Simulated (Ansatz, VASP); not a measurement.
W3O: VASP beside Ansatz

```
CELL_PARAMETERS angstrom
4.83135 0.00000 0.00000
0.00000 4.83135 0.00000
0.00000 0.00000 4.83135
ATOMIC_POSITIONS crystal
W 0.50000 0.75776 0.00000
W 0.00000 0.50776 0.75000
W 0.25000 0.00776 0.50000
W 0.50000 0.25776 0.00000
W 0.00000 0.50776 0.25000
W 0.75000 0.00776 0.50000
O 0.50000 0.50000 0.50000
O 0.00000 0.00000 0.00000
```

Change from the starting cell: all W atoms moved +0.037 Å, as atom 1 along Cartesian [0 1 0].

Alike in both runs: task single point; functional PBEsol; k mesh 8 × 8 × 8; occupations gaussian, width 0.15 eV; no spin polarisation.

```csv
,VASP,Ansatz
version,VASP 6.6.1,Ansatz 0.2.0
potentials or method,"VASP PAW PBE potentials, release 64 (W_sv, O), cutoff 520 eV","scalar-relativistic, plane waves, PAW"
valence electrons in the cell,96,96
```

```csv
,VASP,Ansatz,Ansatz less VASP
gap on the k mesh at the Fermi level (eV),none,none,-
pressure (GPa),1.0,0.0,-1.04
rms of the force components (eV/Å),0.054,0.056,+0.0016
```

VASP's potentials were made for PBE, not for PBEsol. Atom by atom the forces differ by 0.002 eV/Å (rms over components). A gap of «none» marks a metal or a gap that the smearing closes.

Neither program's run includes spin-orbit coupling.
